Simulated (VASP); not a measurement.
# Na in VASP: single point with PBE

Aim: the single point of Na with PBE.

Everything below comes from runs of VASP 6.6.1. Logs are shortened: lines on timing, memory, paths and dates and some standing lists are left out, and cuts for length are marked.

**1. The cell of the first run**

The cell holds a slab with vacuum, 6 atoms: a = 6.477 Å, b = 5.288 Å, c = 25.912 Å, α = 90.00°, β = 90.00°, γ = 65.91°.

**2. Single point, PBE**

INCAR reads:

```
ALGO = Normal ; DIPOL = 0.5 0.5 0.500
EDIFF = 1E-6 ; ENCUT = 520
GGA = PE ; IDIPOL = 3
ISIF = 2 ; ISMEAR = -1
LASPH = T ; LCHARG = F
LDIPOL = T ; LREAL = F
LWAVE = F ; NBANDS = 30
NELM = 100 ; PREC = Accurate
SIGMA = 0.1
```

KPOINTS reads:

```
k-points
0
Gamma
  9 9 1
```

POSCAR reads:

```
Na
1.0
    6.4765085789      0.0000000000      0.0000000000
    2.1588361930      4.8273044797      0.0000000000
    0.0000000000      0.0000000000     25.9122000000
Na
6
Direct
    0.0142846950      0.7428576525      0.3930220914
    0.4042396738      0.0478801631      0.4333873586
    0.7976150558      0.3511924721      0.4740039124
    0.2023849350      0.6488075325      0.5259960876
    0.5957603352      0.9521198324      0.5666126421
   -0.0142846949      0.2571423474      0.6069779078
```

Potentials or basis: VASP PAW PBE potentials, release 64 (Na_pv).

Started as:

```bash
$ cat potpaw_PBE.64/Na_pv/POTCAR > POTCAR
$ mpirun -np 1 vasp_std > vasp.out
```

OUTCAR:

```text
EDIFF = 1E-6
   ENCUT = 520
   GGA = PE
   ISIF = 2
   ISMEAR = -1
   LASPH = T
   LREAL = F
   NELM = 100
   PREC = Accurate

 ion  position               nearest neighbor table
   1  0.014  0.743  0.393-
   2  0.404  0.048  0.433-
   3  0.798  0.351  0.474-
   4  0.202  0.649  0.526-
   5  0.596  0.952  0.567-
   6  0.986  0.257  0.607-

  LATTYP: Found a base centered orthorhombic cell.
 ALAT       =     5.2880471110
 B/A-ratio  =     2.2360679775
 C/A-ratio  =     4.9001454518

  Lattice vectors:

 A1 = (  -6.4765085789,   0.0000000000,   0.0000000000)
 A2 = (   4.3176723859,  -4.8273044797,   0.0000000000)
 A3 = (   0.0000000000,   0.0000000000,  25.9122000000)

Analysis of symmetry for initial positions (statically):
=====================================================================
 Subroutine PRICEL returns:
 Original cell was already a primitive cell.

 Routine SETGRP: Setting up the symmetry group for a
 base centered orthorhombic supercell.

 Subroutine GETGRP returns: Found  4 space group operations
 (whereof  2 operations were pure point group operations)
 out of a pool of  8 trial point group operations.

The static configuration has the point symmetry S_2 .
 The point group associated with its full space group is C_2h.

Analysis of symmetry for dynamics (positions and initial velocities):
=====================================================================
 Subroutine PRICEL returns:
 Original cell was already a primitive cell.

 Routine SETGRP: Setting up the symmetry group for a
 base centered orthorhombic supercell.

 Subroutine GETGRP returns: Found  4 space group operations
 (whereof  2 operations were pure point group operations)
 out of a pool of  8 trial point group operations.

The dynamic configuration has the point symmetry S_2 .
 The point group associated with its full space group is C_2h.

 Subroutine INISYM returns: Found  4 space group operations
 (whereof  2 operations are pure point group operations),
 and found     1 'primitive' translations

----------------------------------------------------------------------------------------

                                     Primitive cell

  volume of cell :     810.1211

  direct lattice vectors                    reciprocal lattice vectors
     6.476508579  0.000000000  0.000000000     0.154404181 -0.069051649  0.000000000
[... 101 lines left out ...]
   POTIM  = 0.5000    time-step for ionic-motion
   TEBEG  =    0.0;   TEEND  =   0.0 temperature during run
   PSTRESS=    0.0 pullay stress
   NELECT =      42.0000    total number of electrons
   NUPDOWN=      -1.0000    fix difference up-down
   EMIN   =  10.00;   EMAX   =-10.00  energy-range for DOS
   EFERMI =   0.00;   METHOD = LEGACY
   ISMEAR =    -1;   SIGMA  =   0.10  broadening in eV -4-tet -1-fermi 0-gaus
   EFERMI_NEDOS =   21; number of points for ismear=-14 and -15
   IALGO  =     38    algorithm
   IMIX   =      4    mixing-type and parameters
     AMIX     =   0.40;   BMIX     =  1.00
     AMIX_MAG =   1.60;   BMIX_MAG =  1.00
  volume/ion in A,a.u.               =     135.02       911.16
  Fermi-wavevector in a.u.,A,eV,Ry     =   0.610438  1.153560  5.069994  0.372634
  Thomas-Fermi vector in A             =   1.665998
   LORBIT       =      0    0 simple, 1 ext, 2 COOP (PROOUT), +10 PAW based schemes
   GGA     = PE    functional components
   LHFCALC =     F    Hartree Fock is set to
   AEXX    =    0.0000 exact exchange contribution
   IVDW    =     0    specifies the selected vdW correction
   LEPSILON=     F    determine dielectric tensor
   LRPA    =     F    only Hartree local field effects (RPA)
 non-spin polarized calculation
  energy-cutoff  :      520.00
  volume of cell :      810.12
 maximum number of plane-waves:     21860
   NGX = 25   NGY = 19   NGZ = 97

 dipolmoment           0.000000      0.000000     -0.000000 electrons x Angstroem

 number of electron      42.0000005 magnetization

 dipolmoment           0.000000      0.000000      0.000000 electrons x Angstroem

 Free energy of the ion-electron system (eV)
  ---------------------------------------------------
  ext. energy  EPLUGINS =         0.00000000
  ---------------------------------------------------
  free energy    TOTEN  =        -6.96358930 eV

  energy without entropy =       -6.84740491  energy(sigma->0) =       -6.90549710

 E-fermi :  -1.7109     XC(G=0):  -2.4279

 val. band max:       -1.7132084807   @ k =   0.1111   0.0000   0.0000
 cond. band min:      -1.6799739157   @ k =   0.0000   0.1111   0.0000
 fundamental gap:      0.0332345650
 Fermi energy:        -1.7108541512

 k-point     1 :       0.0000    0.0000    0.0000
  band No.  band energies     occupation
      1     -27.1369      2.00000
      2     -27.1368      2.00000
      3     -27.1265      2.00000
      4     -27.1264      2.00000
      5     -27.1224      2.00000
      6     -27.1223      2.00000
[... 781 lines left out ...]
     29       1.1734      0.00000
     30       1.3199      0.00000

 [... further k-points ...]

------------------------ aborting loop because EDIFF is reached ----------------------------------------

 vacuum level on the upper side and lower side of the slab       (xc-potential included)        -0.178        -0.178

  FORCE on cell =-STRESS in cart. coord.  units (eV):
  Direction    XX          YY          ZZ          XY          YZ          ZX
  --------------------------------------------------------------------------------------
  -------------------------------------------------------------------------------------
  Total       -0.2547818     -0.3651305     -0.0186630     -0.0616868      0.0035746     -0.0079929
  in kB       -0.5038822     -0.7221189     -0.0369098     -0.1219980      0.0070694     -0.0158076
  external PRESSURE =      -0.4209703 kB  Pullay stress =       0.0000000 kB

 VOLUME and BASIS-vectors are now :
 -----------------------------------------------------------------------------
  energy-cutoff  :      520.00
  volume of cell :      810.12
      direct lattice vectors                 reciprocal lattice vectors
     6.476508579  0.000000000  0.000000000     0.154404181 -0.069051649  0.000000000
     2.158836193  4.827304480  0.000000000     0.000000000  0.207154946  0.000000000
     0.000000000  0.000000000 25.912200000     0.000000000  0.000000000  0.038591860

 POSITION                                       TOTAL-FORCE (eV/Angst)
 -----------------------------------------------------------------------------------
      1.69622      3.58600     10.18407         0.001630     -0.000729     -0.002888
      2.72143      0.23113     11.23002         0.002206     -0.000986      0.002766
      5.92393      1.69531     12.28248        -0.006732      0.003011      0.003277
      2.71142      3.13199     13.62972         0.006732     -0.003011     -0.003277
      5.91392      4.59617     14.68218        -0.002206      0.000986     -0.002766
      6.93912      1.24130     15.72813        -0.001630      0.000729      0.002888
 -----------------------------------------------------------------------------------
    total drift:                                0.000001     -0.000000      0.000001

  FREE ENERGIE OF THE ION-ELECTRON SYSTEM (eV)
  ---------------------------------------------------
  free  energy   TOTEN  =        -6.9635892993 eV

  energy  without entropy=       -6.8474049092  energy(sigma->0) =       -6.90549710

 vacuum level on the upper side and lower side of the slab         0.687         0.687
```

OSZICAR:

```text
N       E                     dE             d eps       ncg     rms          rms(c)
DAV:   1     0.231821731957E+03    0.23182E+03   -0.20101E+04  2204   0.997E+02
DAV:   2     0.299219610059E+01   -0.22883E+03   -0.22702E+03  1656   0.307E+02
DAV:   3    -0.717564303832E+01   -0.10168E+02   -0.10139E+02  1758   0.790E+01
[... 12 lines left out ...]
DAV:  16    -0.696354831681E+01   -0.50258E-04   -0.80134E-06  1226   0.114E-02    0.121E-03
DAV:  17    -0.696358267211E+01   -0.34355E-04   -0.30088E-06  1166   0.673E-03    0.590E-04
DAV:  18    -0.696358656888E+01   -0.38968E-05   -0.85254E-07  1208   0.464E-03    0.564E-04
DAV:  19    -0.696358863532E+01   -0.20664E-05   -0.25689E-07  1168   0.272E-03    0.292E-04
DAV:  20    -0.696358929933E+01   -0.66401E-06   -0.52592E-08  1228   0.119E-03
   1 F= -.69635893E+01 E0= -.69054971E+01  d E =-.116184E+00
```

stdout:

```text
POSCAR found type information on POSCAR Na
 POSCAR found :  1 types and       6 ions
 scaLAPACK will be used
 LDA part: xc-table for (Slater+PW92), standard interpolation
 POSCAR, INCAR and KPOINTS ok, starting setup
 FFT: planning ... GRIDC
 FFT: planning ... GRID_SOFT
 FFT: planning ... GRID
 WAVECAR not read
 entering main loop
```

It took 24 min on 1 thread of Intel Xeon 8259CL, shared host; peak memory 0.96 GiB.

Results:

| Quantity | Value |
| --- | --- |
| Free energy | -6.9636 eV |
| Largest force | 0.008 eV/Å |
| Band gap on the k mesh | zero (bands 21 and 22 overlap by 0.65 eV) |

Forces in eV/Å, atoms in the order of the input:
```
Na   0.002 -0.001 -0.003
Na   0.002 -0.001  0.003
Na  -0.007  0.003  0.003
Na   0.007 -0.003 -0.003
Na  -0.002  0.001 -0.003
Na  -0.002  0.001  0.003
```

Levels at points of the mesh, in eV from the Fermi level:
| k point | band 18 | band 19 | band 20 | band 21 | band 22 | band 23 | band 24 | band 25 |
| --- | --- | --- | --- | --- | --- | --- | --- | --- |
| (0.00, 0.00, 0.00) | -24.95 | -2.90 | -1.62 | -0.05 | 1.33 | 1.34 | 1.36 | 2.23 |

The gap in the log of VASP goes by the Fermi energy; the results here count the filled bands.